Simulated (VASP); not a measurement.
# BAs (Pm-3m) in VASP: settings compared

Aim: see how the results for BAs move with the level of theory and the settings. Levels: HSE06, PBEsol-based global hybrid with 25 % exact exchange, PBE0, PBE-based screened hybrid with 25 % exact exchange. Tasks: relaxation of cell and atoms, single point.

Everything below comes from runs of VASP 6.6.1. Logs are shortened: lines on timing, memory, paths and dates and some standing lists are left out, and cuts for length are marked.

## (1) The cell of the first run

It takes space group Pm-3m (No. 221, cubic). Conventional cell: a = 2.957 Å, b = 2.957 Å, c = 2.957 Å, α = 90.00°, β = 90.00°, γ = 90.00°. Within 3.4 Å of B (site symmetry m-3m) lie 8 As at 2.56 Å and 6 B at 2.96 Å. Within 3.4 Å of As (site symmetry m-3m) lie 8 B at 2.56 Å and 6 As at 2.96 Å.

## (2) Relaxation of cell and atoms, HSE06

File POSCAR:

```
BAs
1.0
    2.9570103300      0.0000000000      0.0000000000
    0.0000000000      2.9570103300      0.0000000000
    0.0000000000      0.0000000000      2.9570103300
B As
1 1
Direct
    0.5000000000      0.5000000000      0.5000000000
    0.0000000000      0.0000000000      0.0000000000
```

File INCAR.step1:

```
SYSTEM = BAs
  PREC = Accurate
  ENCUT = 600
  EDIFF = 1E-5
  ISMEAR = -1
  SIGMA = 0.05
  LREAL = .FALSE.
  LASPH = .TRUE.
  NELM = 100
  ALGO = Normal
  LWAVE = .TRUE.
  LCHARG = .FALSE.
  GGA = PE
  NBANDS = 11
```

File INCAR.step2:

```
SYSTEM = BAs
  PREC = Accurate
  ENCUT = 600
  EDIFF = 1E-6
  ISMEAR = -1
  SIGMA = 0.05
  LREAL = .FALSE.
  LASPH = .TRUE.
  NELM = 100
  ALGO = Normal
  ISIF = 3
  LWAVE = .FALSE.
  LCHARG = .FALSE.
  GGA = PE
  LHFCALC = .TRUE.
  HFSCREEN = 0.2079
  PRECFOCK = Normal
  IBRION = 2
  NSW = 60
  EDIFFG = -0.01
  ISTART = 1
```

File KPOINTS:

```
Automatic mesh
0
G
  5 5 5
  0 0 0
```

Potentials or basis: VASP PAW PBE potentials, release 64 (B, As).

The run is started by

```sh
$ cat potpaw_PBE.64/B/POTCAR potpaw_PBE.64/As/POTCAR > POTCAR
$ cp INCAR.step1 INCAR
$ mpirun -np 1 vasp_std > vasp.out
$ cp INCAR.step2 INCAR
$ mpirun -np 1 vasp_std > vasp.out
```

OUTCAR:

```text
SYSTEM = BAs
   PREC = Accurate
   ENCUT = 600
   EDIFF = 1E-6
   ISMEAR = -1
   LREAL = .FALSE.
   LASPH = .TRUE.
   NELM = 100
   ISIF = 3
   GGA = PE
   LHFCALC = .TRUE.
   HFSCREEN = 0.2079
   PRECFOCK = Normal
   IBRION = 2
   NSW = 60
   EDIFFG = -0.01
   ISTART = 1

 ion  position               nearest neighbor table
   1  0.500  0.500  0.500-
   2  0.000  0.000  0.000-

  LATTYP: Found a simple cubic cell.
 ALAT       =     2.9570103300

  Lattice vectors:

 A1 = (   2.9570103300,   0.0000000000,   0.0000000000)
 A2 = (   0.0000000000,   2.9570103300,   0.0000000000)
 A3 = (   0.0000000000,   0.0000000000,   2.9570103300)

Analysis of symmetry for initial positions (statically):
=====================================================================
 Subroutine PRICEL returns:
 Original cell was already a primitive cell.

 Routine SETGRP: Setting up the symmetry group for a
 simple cubic supercell.

 Subroutine GETGRP returns: Found 48 space group operations
 (whereof 48 operations were pure point group operations)
 out of a pool of 48 trial point group operations.

The static configuration has the point symmetry O_h .

Analysis of symmetry for dynamics (positions and initial velocities):
=====================================================================
 Subroutine PRICEL returns:
 Original cell was already a primitive cell.

 Routine SETGRP: Setting up the symmetry group for a
 simple cubic supercell.

 Subroutine GETGRP returns: Found 48 space group operations
 (whereof 48 operations were pure point group operations)
 out of a pool of 48 trial point group operations.

The dynamic configuration has the point symmetry O_h .

 Subroutine INISYM returns: Found 48 space group operations
 (whereof 48 operations are pure point group operations),
 and found     1 'primitive' translations

----------------------------------------------------------------------------------------

                                     Primitive cell

  volume of cell :      25.8558

  direct lattice vectors                    reciprocal lattice vectors
     2.957010330  0.000000000  0.000000000     0.338179407  0.000000000  0.000000000
     0.000000000  2.957010330  0.000000000     0.000000000  0.338179407  0.000000000
     0.000000000  0.000000000  2.957010330     0.000000000  0.000000000  0.338179407

  length of vectors
     2.957010330  2.957010330  2.957010330     0.338179407  0.338179407  0.338179407

  position of ions in fractional coordinates (direct lattice)
     0.500000000  0.500000000  0.500000000
     0.000000000  0.000000000  0.000000000

  ion indices of the primitive-cell ions
   primitive index   ion index
                 1           1
                 2           2

----------------------------------------------------------------------------------------

 KPOINTS: Automatic mesh

Automatic generation of k-mesh.
 Grid dimensions read from file:
 generate k-points for:    5    5    5

 Generating k-lattice:

  Cartesian coordinates                     Fractional coordinates (reciprocal lattice)
     0.067635881  0.000000000  0.000000000     0.200000000  0.000000000  0.000000000
     0.000000000  0.067635881  0.000000000     0.000000000  0.200000000  0.000000000
     0.000000000  0.000000000  0.067635881     0.000000000  0.000000000  0.200000000

  Length of vectors
     0.067635881  0.067635881  0.067635881

  Shift w.r.t. Gamma in fractional coordinates (k-lattice)
     0.000000000  0.000000000  0.000000000

 Subroutine IBZKPT returns following result:
 ===========================================

 Found     10 irreducible k-points:

 Following reciprocal coordinates:
            Coordinates               Weight
  0.000000  0.000000  0.000000      1.000000
  0.200000  0.000000  0.000000      6.000000
  0.400000  0.000000  0.000000      6.000000
  0.200000  0.200000  0.000000     12.000000
  0.400000  0.200000  0.000000     24.000000
  0.400000  0.400000  0.000000     12.000000
  0.200000  0.200000  0.200000      8.000000
  0.400000  0.200000  0.200000     24.000000
  0.400000  0.400000  0.200000     24.000000
  0.400000  0.400000  0.400000      8.000000
   k-points           NKPTS =     10   k-points in BZ     NKDIM =    125   number of bands    NBANDS=      8
   number of dos      NEDOS =    301   number of ions     NIONS =      2
   total plane-waves  NPLWV =  13824
   dimension x,y,z NGX =    24 NGY =   24 NGZ =   24
   dimension x,y,z NGXF=    48 NGYF=   48 NGZF=   48
   ions per type =               1   1
   NGX,Y,Z   is equivalent  to a cutoff of  13.49, 13.49, 13.49 a.u.
   NGXF,Y,Z  is equivalent  to a cutoff of  26.99, 26.99, 26.99 a.u.
 SYSTEM =  BAs
   PREC   = accura    normal or accurate (medium, high low for compatibility)
   ISTART =      1    job   : 0-new  1-cont  2-samecut
   ICHARG =      0    charge: 1-file 2-atom 10-const
   ISPIN  =      1    spin polarized calculation?
   LNONCOLLINEAR =      F non collinear calculations
   LSORBIT =      F    spin-orbit coupling
   LASPH  =      T    aspherical Exc in radial PAW
   ENCUT  =  600.0 eV  44.10 Ry    6.64 a.u.   5.91  5.91  5.91*2*pi/ulx,y,z
   NELM   =    100;   NELMIN=  2; NELMDL=  0     # of ELM steps
   EDIFF  = 0.1E-05   stopping-criterion for ELM
   LREAL  =      F    real-space projection
   EDIFFG = -.1E-01   stopping-criterion for IOM
   NSW    =     60    number of steps for IOM
   IBRION =      2    ionic relax: 0-MD 1-quasi-New 2-CG
   NFREE  =      1    steps in history (QN), initial steepest desc. (CG)
   ISIF   =      3    stress and relaxation
   ISYM   =      3    0-nonsym 1-usesym 2-fastsym
   POTIM  = 0.5000    time-step for ionic-motion
   TEBEG  =    0.0;   TEEND  =   0.0 temperature during run
   PSTRESS=    0.0 pullay stress
   NELECT =       8.0000    total number of electrons
   NUPDOWN=      -1.0000    fix difference up-down
   EMIN   =  10.00;   EMAX   =-10.00  energy-range for DOS
   EFERMI =   0.00;   METHOD = LEGACY
   ISMEAR =    -1;   SIGMA  =   0.05  broadening in eV -4-tet -1-fermi 0-gaus
   EFERMI_NEDOS =   21; number of points for ismear=-14 and -15
   IALGO  =     38    algorithm
   IMIX   =      1    mixing-type and parameters
     AMIX     =   0.40;   BMIX     =  1.00
     AMIX_MAG =   1.60;   BMIX_MAG =  1.00
  volume/ion in A,a.u.               =      12.93        87.24
  Fermi-wavevector in a.u.,A,eV,Ry     =   1.107266  2.092429 16.681261  1.226038
  Thomas-Fermi vector in A             =   2.243778
   LORBIT       =      0    0 simple, 1 ext, 2 COOP (PROOUT), +10 PAW based schemes
   GGA     = PE    functional components
   LHFCALC =     T    Hartree Fock is set to
   PRECFOCK=normal    Normal, Fast or Accurate (Low or Medium for compatibility)
   ENCUT4O =  -1.0   cutoff for four orbital integrals eV
   NKREDX  =     1    reduce k-point grid by
   NKREDY  =     1    reduce k-point grid by
   NKREDZ  =     1    reduce k-point grid by
   AEXX    =    0.2500 exact exchange contribution
   HFSCREEN=    0.2079 screening length (either q_TF or 0.3 A-1)
   HFSCREENC=   0.2079 screening length for correlation (either q_TF or 0.3 A-1)
   ENCUTFOCK=  -1.0 apply spherical cutoff to Coloumb kernel
   IVDW    =     0    specifies the selected vdW correction
   LEPSILON=     F    determine dielectric tensor
   LRPA    =     F    only Hartree local field effects (RPA)
 conjugate gradient relaxation of ions
 non-spin polarized calculation
  energy-cutoff  :      600.00
  volume of cell :       25.86
 maximum number of plane-waves:       877
 NGX is ok and might be reduce to    24
  NGX = 18; NGY = 18; NGZ = 18

--------------------------------------- Ionic step        1  -------------------------------------------

 number of electron       7.9999999 magnetization

 Free energy of the ion-electron system (eV)
  ---------------------------------------------------
  ext. energy  EPLUGINS =         0.00000000
  ---------------------------------------------------
  free energy    TOTEN  =        -9.62580335 eV

  energy without entropy =       -9.62220749  energy(sigma->0) =       -9.62400542

------------------------ aborting loop because EDIFF is reached ----------------------------------------

  FORCE on cell =-STRESS in cart. coord.  units (eV):
  Direction    XX          YY          ZZ          XY          YZ          ZX
  --------------------------------------------------------------------------------------
  -------------------------------------------------------------------------------------
  Total       -1.4561401     -1.4561401     -1.4561401      0.0000000      0.0000000      0.0000000
  in kB      -90.2308837    -90.2308837    -90.2308837      0.0000000      0.0000000      0.0000000
  external PRESSURE =     -90.2308837 kB  Pullay stress =       0.0000000 kB

 VOLUME and BASIS-vectors are now :
 -----------------------------------------------------------------------------
  energy-cutoff  :      600.00
  volume of cell :       25.86
      direct lattice vectors                 reciprocal lattice vectors
     2.957010330  0.000000000  0.000000000     0.338179407  0.000000000  0.000000000
     0.000000000  2.957010330  0.000000000     0.000000000  0.338179407  0.000000000
     0.000000000  0.000000000  2.957010330     0.000000000  0.000000000  0.338179407
[... 73 lines left out ...]
 POSITION                                       TOTAL-FORCE (eV/Angst)
 -----------------------------------------------------------------------------------
      1.43931      1.43931      1.43931        -0.000000     -0.000000      0.000000
      0.00000      0.00000      0.00000         0.000000      0.000000      0.000000
 -----------------------------------------------------------------------------------
    total drift:                               -0.000000     -0.000000      0.000000

  FREE ENERGIE OF THE ION-ELECTRON SYSTEM (eV)
  ---------------------------------------------------
  free  energy   TOTEN  =        -9.6846556172 eV

  energy  without entropy=       -9.6823855966  energy(sigma->0) =       -9.68352061

--------------------------------------- Ionic step        4  -------------------------------------------

 number of electron       8.0000001 magnetization

 Free energy of the ion-electron system (eV)
  ---------------------------------------------------
  ext. energy  EPLUGINS =         0.00000000
  ---------------------------------------------------
  free energy    TOTEN  =        -9.68472158 eV

  energy without entropy =       -9.68247200  energy(sigma->0) =       -9.68359679

 E-fermi :   8.0917     XC(G=0):  -9.6076

 val. band max:        7.8682686956   @ k =   0.4000   0.4000   0.2000
 cond. band min:       8.2838341211   @ k =   0.2000   0.2000   0.0000
 fundamental gap:      0.4155654255
 Fermi energy:         8.0917371030

 k-point     1 :       0.0000    0.0000    0.0000
  band No.  band energies     occupation
      1     -10.4847      2.00000
      2       6.6918      2.00000
      3       6.6918      2.00000
      4       6.6918      2.00000
      5       8.2872      0.03930
      6      13.8271      0.00000
      7      13.8271      0.00000
      8      18.9887      0.00000

 k-point     2 :       0.2000    0.0000    0.0000
  band No.  band energies     occupation
      1      -9.7547      2.00000
      2       1.9017      2.00000
      3       7.5059      1.99998
      4       7.5059      1.99998
      5       9.9409      0.00000
      6      14.5347      0.00000
      7      16.8492      0.00000
      8      17.1063      0.00000
[... 108 lines left out ...]
 POSITION                                       TOTAL-FORCE (eV/Angst)
 -----------------------------------------------------------------------------------
      1.43821      1.43821      1.43821        -0.000000      0.000000     -0.000000
      0.00000      0.00000      0.00000         0.000000     -0.000000      0.000000
 -----------------------------------------------------------------------------------
    total drift:                                0.000002     -0.000002     -0.000013

  FREE ENERGIE OF THE ION-ELECTRON SYSTEM (eV)
  ---------------------------------------------------
  free  energy   TOTEN  =        -9.6847215807 eV

  energy  without entropy=       -9.6824719963  energy(sigma->0) =       -9.68359679

 reached required accuracy - stopping structural energy minimisation
```

Run time: 9.4 min. Hardware: 1 thread of Intel Xeon Platinum 8488C (Sapphire Rapids), shared host; peak memory 0.25 GiB.

What came out:

```
Free energy                           : -9.6847 eV
Relaxed volume                        : 11.90 Å³/atom
Relaxed cell                          : a = 2.876 Å, b = 2.876 Å, c = 2.876 Å, α = 90.00°, β = 90.00°, γ = 90.00°
Space group after relaxing (to 0.1 Å) : Pm-3m (No. 221)
Energy gained by relaxing             : 29.5 meV/atom
Ionic steps                           : 4
Pressure after relaxing               : -0.1 GPa
Band gap on the k mesh                : zero (bands 4 and 5 overlap by 4.05 eV)
```

Step by step:
| step | energy change (eV) | largest force (eV/Å) | pressure (GPa) | volume (Å³) |
| --- | --- | --- | --- | --- |
| 1 | 0.0000 | 0.0000 | -9.02 | 25.86 |
| 2 | -0.0527 | 0.0000 | 3.59 | 23.23 |
| 3 | -0.0589 | 0.0000 | -0.33 | 23.85 |
| 4 | -0.0589 | 0.0000 | -0.05 | 23.80 |

Final structure:
```
B As
1.0
     2.87643    0.00000    0.00000
     0.00000    2.87643    0.00000
     0.00000    0.00000    2.87643
B As
1 1
Cartesian
  1.4382 1.4382 1.4382
  0.0000 0.0000 0.0000
```

Caveat: the k points lie up to 0.44 Å⁻¹ apart in the final cell, too coarse for converged energies and pressures of a metal; the PAW data sets were made with another functional, which shifts forces and pressure a little.

## (3) Single point, PBEsol-based global hybrid with 25 % exact exchange

POSCAR is that of step 2.

File INCAR.step1:

```
ALGO = Normal
EDIFF = 1E-5
ENCUT = 520
GGA = PE
ISIF = 2
ISMEAR = -1
LASPH = True
LCHARG = False
LREAL = False
LWAVE = True
NBANDS = 11
NELM = 60
PREC = Accurate
SIGMA = 0.05
```

File INCAR.step2:

```
AEXX = 0.25
ALGO = Normal
EDIFF = 1E-6
ENCUT = 520
GGA = PS
ISIF = 2
ISMEAR = -1
ISTART = 1
LASPH = True
LCHARG = False
LHFCALC = True
LREAL = False
LWAVE = False
NBANDS = 11
NELM = 60
PREC = Accurate
PRECFOCK = Normal
SIGMA = 0.05
```

File KPOINTS:

```
k-points
0
Gamma
  5 5 5
```

Potentials or basis: VASP PAW PBE potentials, release 64 (B, As).

The run is started by

```sh
$ cat potpaw_PBE.64/B/POTCAR potpaw_PBE.64/As/POTCAR > POTCAR
$ cp INCAR.step1 INCAR
$ mpirun -np 1 vasp_std > vasp.out
$ cp INCAR.step2 INCAR
$ mpirun -np 1 vasp_std > vasp.out
```

Run time: 2.4 min. Hardware: 1 thread of Intel Xeon Platinum 8488C (Sapphire Rapids), shared host; peak memory 0.14 GiB.

It converged, with:

- Free energy: -11.1261 eV
- Pressure: -11.7 GPa
- Band gap on the k mesh: zero (bands 4 and 5 overlap by 4.76 eV)

Levels at points of the mesh, in eV from the Fermi level:
| k point | band 2 | band 3 | band 4 | band 5 | band 6 | band 7 |
| --- | --- | --- | --- | --- | --- | --- |
| (0.00, 0.00, 0.00) | -1.26 | -1.26 | -1.26 | -0.59 | 6.56 | 6.56 |

Caveat: the k points lie up to 0.42 Å⁻¹ apart, too coarse for converged energies and pressures of a metal; the PAW data sets were made with another functional, which shifts forces and pressure a little.

## (4) Relaxation of cell and atoms, PBE0

POSCAR is that of step 3.

File INCAR.step1:

```
PREC = Accurate
ENCUT = 600
EDIFF = 1E-5
ISMEAR = -1
SIGMA = 0.05
LREAL = False
LASPH = True
NELM = 80
ALGO = Normal
LWAVE = True
LCHARG = False
GGA = PE
NBANDS = 11
```

File INCAR.step2:

```
PREC = Accurate
ENCUT = 600
EDIFF = 1E-6
ISMEAR = -1
SIGMA = 0.05
LREAL = False
LASPH = True
NELM = 80
ALGO = Normal
ISIF = 3
LWAVE = False
LCHARG = False
GGA = PE
LHFCALC = True
AEXX = 0.25
PRECFOCK = Normal
IBRION = 2
NSW = 60
EDIFFG = -0.01
ISTART = 1
```

File KPOINTS:

```
Automatic mesh
0
Gamma
  5 5 5
```

The run is started by

```sh
$ cat potpaw_PBE.64/B/POTCAR potpaw_PBE.64/As/POTCAR > POTCAR
$ cp INCAR.step1 INCAR
$ mpirun -np 1 vasp_std > vasp.out
$ cp INCAR.step2 INCAR
$ mpirun -np 1 vasp_std > vasp.out
```

It took 7.1 min on 1 thread of Intel Xeon Platinum 8488C (Sapphire Rapids), shared host; peak memory 0.15 GiB.

Results (log left out):

```yaml
Free_energy: -10.5959 eV
Relaxed_volume: 11.84 Å³/atom
Relaxed_cell: a = 2.872 Å, b = 2.872 Å, c = 2.872 Å, α = 90.00°, β = 90.00°, γ = 90.00°
Space_group_after_relaxing_to_0.1_Å: Pm-3m (No. 221)
Energy_gained_by_relaxing: 35.8 meV/atom
Ionic_steps: 3
Pressure_after_relaxing: 0.0 GPa
Band_gap_on_the_k_mesh: zero (bands 4 and 5 overlap by 4.74 eV)
```

The path:
```csv
step,energy change (eV),largest force (eV/Å),pressure (GPa),volume (Å³)
1,0.0000,0.0000,-9.57,25.86
2,-0.0640,0.0000,4.04,23.07
3,-0.0717,0.0000,0.03,23.69
```

Final structure:
```yaml
crystal:
  lattice:
    - [2.87199, 0.00000, 0.00000]
    - [0.00000, 2.87199, 0.00000]
    - [0.00000, 0.00000, 2.87199]
  atoms:
    - { symbol: B, position: [0.50000, 0.50000, 0.50000] }
    - { symbol: As, position: [0.00000, 0.00000, 0.00000] }
```

Levels at points of the mesh, in eV from the Fermi level:
```
           k point  band 2  band 3  band 4  band 5  band 6  band 7
(0.00, 0.00, 0.00)   -1.77   -1.77   -1.77    0.61    6.10    6.10
```

Caveat: the k points lie up to 0.44 Å⁻¹ apart in the final cell, too coarse for converged energies and pressures of a metal; the PAW data sets were made with another functional, which shifts forces and pressure a little.

[end of part 1 of 2]
